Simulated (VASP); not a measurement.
Here is a VASP 6.6.1 calculation.

The input INCAR:

```
PREC = Accurate
ENCUT = 520
EDIFF = 1E-7
ISMEAR = -1
SIGMA = 0.05
LREAL = False
LASPH = True
NELM = 100
ALGO = Normal
ISIF = 2
LWAVE = False
LCHARG = False
LDIPOL = True
IDIPOL = 3
DIPOL = 0.5 0.5 0.500
NBANDS = 24
```

KPOINTS

```
Automatic mesh
0
Gamma
  13 13 1
```

Contents of POSCAR:

```
CdAg2
1.0
    2.8284417087      0.0000000000      0.0000000000
   -1.4142208543      2.4495023729      0.0000000000
    0.0000000000      0.0000000000     20.6188000000
Cd Ag
1 2
Direct
    0.1666666667      0.3333333333      0.3883709467
    0.5000000000      1.0000000000      0.4999999966
    0.8333333333      0.6666666667      0.6116290563
```

Potentials or basis: VASP PAW LDA potentials, release 64 (Cd, Ag).

Launch:

```bash
$ cat potpaw_LDA.64/Cd/POTCAR potpaw_LDA.64/Ag/POTCAR > POTCAR
$ mpirun -np 1 vasp_std > vasp.out
```

Task: Estimate the band gap on the k mesh.

Result: Zero (band 17 reaches 2.19 eV, above the bottom of band 18 at -2.99 eV).

Task: Predict the largest force.

Result: 0.653 eV/Å.

Forces in eV/Å, atoms in the order of the input:
```
Cd   0.000  0.000 -0.613
Ag   0.000  0.000  0.653
Ag   0.000  0.000 -0.041
```
